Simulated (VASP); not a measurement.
Crystal: Mn.

```
CELL_PARAMETERS angstrom
0.00000 1.74500 1.74500
1.74500 0.00000 1.74500
1.74500 1.74500 0.00000
ATOMIC_POSITIONS crystal
Mn 0.00000 0.00000 0.00000
```

Base run:

* Program: VASP 6.6.1
* Functional: PBE
* Potentials or basis: VASP PAW PBE potentials, release 64 (Mn_pv)
* Cutoff: 520 eV
* k mesh: 13 × 13 × 13
* Occupations: fermi-dirac, width 0.05 eV
* Spin: collinear spin, ferromagnetic start
* Starting moments: [2.02] μB
* Fixed moment: 2.02 μB

Its results: pressure 31.5 GPa; site moments Mn +1.96 μB.

Question: After a change of settings the same cell gave: pressure 23.3 GPa; site moments Mn +1.65 μB. Which change was it?
A. fixed moment from 2.02 μB to 1.01 μB; moments at the start from [2.02] to [1.01]
B. fixed moment from 2.02 μB to 1.35 μB; moments at the start from [2.02] to [1.35]
C. fixed moment from 2.02 μB to 1.69 μB; moments at the start from [2.02] to [1.69]
D. fixed moment from 2.02 μB to 0.34 μB; moments at the start from [2.02] to [0.34]

Answer: C.

Caveats: the total moment is fixed, so each spin has its own Fermi level.
